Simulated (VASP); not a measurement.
Wanted: the native input for a VASP 6.6.1 run.

```
Task                   : single point
Functional             : PBEsol
Potentials or basis    : VASP PAW PBE potentials, release 64 (Tl_d)
Cutoff                 : 520 eV
k mesh                 : 16 × 16 × 16
Occupations            : gaussian, width 0.1 eV
Spin                   : no spin polarisation
Dipole correction      : no
Further INCAR settings : ALGO = Fast; EDIFF = 1e-06; NBANDS = 12
```

The structure of Tl lies in POSCAR:

```
Tl
1.0
    0.0000000000      2.4202300065      2.4202300065
    2.4202300065      0.0000000000      2.4202300065
    2.4202300065      2.4202300065      0.0000000000
Tl
1
Direct
    0.0000000000      0.0000000000      0.0000000000
```

These files were run (other wordings do the same):

INCAR

```
ALGO     = Fast           # electronic algorithm
EDIFF    = 1E-6           # SCF threshold, eV
ENCUT    = 520            # plane-wave cutoff, eV
GGA      = PS             # functional
ISIF     = 2              # what is computed and relaxed
ISMEAR   = 0              # smearing method
LASPH    = T              # aspherical terms in the spheres
LCHARG   = F              # write CHGCAR
LREAL    = F              # projectors in reciprocal space
LWAVE    = F              # write WAVECAR
NBANDS   = 12             # bands
NELM     = 60             # most SCF steps
PREC     = Accurate       # precision mode
SIGMA    = 0.1            # smearing width, eV
```

KPOINTS

```
k-points
0
Gamma
  16 16 16
```

Potentials or basis: VASP PAW PBE potentials, release 64 (Tl_d).

Command:

```bash
$ cat potpaw_PBE.64/Tl_d/POTCAR > POTCAR
$ mpirun -np 1 vasp_std > vasp.out
```

It gave:

The pressure is -0.1 GPa.

Caveat: the PAW data sets were made with another functional, which shifts forces and pressure a little.

Run time: 72 s on 1 thread of Intel Xeon 8259CL, on a shared host, peak memory 0.19 GiB.
